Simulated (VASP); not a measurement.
Input of a VASP 6.6.1 run:

File INCAR:

```
SYSTEM = MgS
PREC = Accurate ; ENCUT = 520
EDIFF = 1E-7 ; ISMEAR = 0
SIGMA = 0.1 ; LREAL = .False.
LASPH = .True. ; NELM = 100
ALGO = Normal ; ISIF = 2
LWAVE = .False. ; LCHARG = .False.
GGA = PE ; NBANDS = 11
```

Contents of KPOINTS:

```
Automatic mesh
0
Gamma
  6 6 6
  0 0 0
```

POSCAR

```
MgS
1.0
    3.3908764300      0.0000000000      0.0000000000
   -1.6954382200      2.9365851300      0.0000000000
    0.0000000000      0.0000000000      3.3011706400
Mg S
1 1
Direct
    0.6666666700      0.3333333300      0.5000000000
    0.0000000000      0.0000000000      0.0000000000
```

Potentials or basis: VASP PAW PBE potentials, release 64 (Mg, S).

Launch:

```console
$ cat potpaw_PBE.64/Mg/POTCAR potpaw_PBE.64/S/POTCAR > POTCAR
$ mpirun -np 1 vasp_std > vasp.out
```

(1) What does it give for the pressure?

(2) What does it give for the band gap on the k mesh?

Results:

(1) 10.1 GPa.

(2) 0.57 eV, indirect (least direct gap 1.72 eV).
